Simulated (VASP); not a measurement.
Sr, 1 atom in the cell. Symmetry: Immm, No. 71, orthorhombic system. Conventional cell: a = 4.270 Å, b = 4.335 Å, c = 6.085 Å, α = 90.00°, β = 90.00°, γ = 90.00°. Within 5.6 Å of Sr (site symmetry mmm) lie 12 Sr at 4.27 to 4.33 Å.  This cell differs from its parent crystal: strain +0.0150 x Voigt [0, 0, 0, 0, 1, 0].

| Property | Result |
| --- | --- |
| Program | VASP 6.6.1 |
| Task | single point |
| Functional | PBEsol |
| Potentials or basis | VASP PAW PBE potentials, release 64 (Sr_sv) |
| Cutoff | 520 eV |
| k mesh | 10 × 10 × 10 |
| Occupations | gaussian, width 0.03 eV |
| Spin | no spin polarisation |
| Dipole correction | no |
| Further INCAR settings | ALGO = Normal; EDIFF = 1e-06; NBANDS = 11 |

Potentials or basis: VASP PAW PBE potentials, release 64 (Sr_sv).

Launch:

```console
$ cat potpaw_PBE.64/Sr_sv/POTCAR > POTCAR
$ mpirun -np 1 vasp_std > vasp.out
```

Hardware: 1 thread of Intel(R) Xeon(R) 6975P-C (Granite Rapids) (shared host).

Q: How long does it take, and how much memory?

A: Wall time 22 s on 1 thread of Intel(R) Xeon(R) 6975P-C (Granite Rapids), on a shared host, peak memory 0.25 GiB. Counts: scf iterations 11, k points 171.
